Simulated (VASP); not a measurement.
Crystal: Nb.

```xyz
1
Lattice="-1.6640 1.6640 1.6640 1.6640 -1.6640 1.6640 1.6640 1.6640 -1.6640" Properties=species:S:1:pos:R:3 pbc="T T T"
Nb    0.0000    0.0000    0.0000
```

| Quantity | Value |
| --- | --- |
| Program | VASP 6.6.1 |
| Task | relaxation of cell and atoms |
| Functional | PBEsol-based screened hybrid with 25 % exact exchange |
| Potentials or basis | VASP PAW PBE potentials, release 64 (Nb_sv) |
| Cutoff | 500 eV |
| k mesh | 6 × 6 × 6 |
| Occupations | fermi-dirac, width 0.05 eV |
| Spin | no spin polarisation |

At the start: pressure -13.2 GPa; volume 18.43 Å³/atom.

Task: How do energy, volume and symmetry change on relaxing?

Result: Over 7 steps the energy falls by 62.4 meV/atom and the volume is 17.01 Å³/atom (-7.7 %); space group Im-3m (No. 229, to 0.1 Å) before and after.

Step by step:
| step | energy change (eV) | largest force (eV/Å) | pressure (GPa) | volume (Å³) |
| --- | --- | --- | --- | --- |
| 1 | 0.0000 | 0.0000 | -13.24 | 18.43 |
| 2 | 0.1776 | 0.0000 | 36.34 | 14.66 |
| 3 | -0.0622 | 0.0000 | -0.71 | 17.08 |
| 4 | -0.0624 | 0.0000 | -0.12 | 17.02 |
| 5 | -0.0624 | 0.0000 | 0.21 | 16.99 |
| 6 | -0.0624 | 0.0000 | -0.30 | 17.04 |
| 7 | -0.0624 | 0.0000 | 0.00 | 17.01 |

Final structure:
```
CELL_PARAMETERS angstrom
-1.62017 1.62017 1.62017
1.62017 -1.62017 1.62017
1.62017 1.62017 -1.62017
ATOMIC_POSITIONS crystal
Nb 0.00000 0.00000 0.00000
```

Caveat: the k points lie up to 0.46 Å⁻¹ apart in the final cell, too coarse for converged energies and pressures of a metal; the PAW data sets were made with another functional, which shifts forces and pressure a little.
